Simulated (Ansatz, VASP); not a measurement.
**One calculation of Pd, two programs**

```
CELL_PARAMETERS angstrom
0.00000 1.94490 1.78931
1.94490 0.00000 1.78931
1.94490 1.94490 0.00000
ATOMIC_POSITIONS crystal
Pd 0.00000 0.00000 0.00000
```

Change from the starting cell: strain +0.000 along x and y, -0.080 along z, atoms carried along.

Alike in both runs: task single point; functional PBE; k mesh 20 × 20 × 20; occupations gaussian, width 0.15 eV; no spin polarisation.

|  | VASP | Ansatz |
| --- | --- | --- |
| version | VASP 6.6.1 | Ansatz 0.2.0 |
| potentials or method | VASP PAW PBE potentials, release 64 (Pd), cutoff 520 eV | scalar-relativistic, plane waves, PAW |
| valence electrons in the cell | 10 | 18 |

```csv
,VASP,Ansatz,Ansatz less VASP
gap on the k mesh at the Fermi level (eV),none,none,-
pressure (GPa),29.2,29.7,+0.48
"traceless stress, the component that is largest in VASP (GPa)",2.65,2.69,+0.046
```

A gap of «none» marks a metal or a gap that the smearing closes. Both programs put the cell under a high pressure, so it lies far from rest at this level. With one functional, cell and mesh, what is left measures potentials, basis and numerics. VASP's potentials hold 10 valence electrons a cell and Ansatz's 18, so a difference there can come from the potentials and not from the codes.
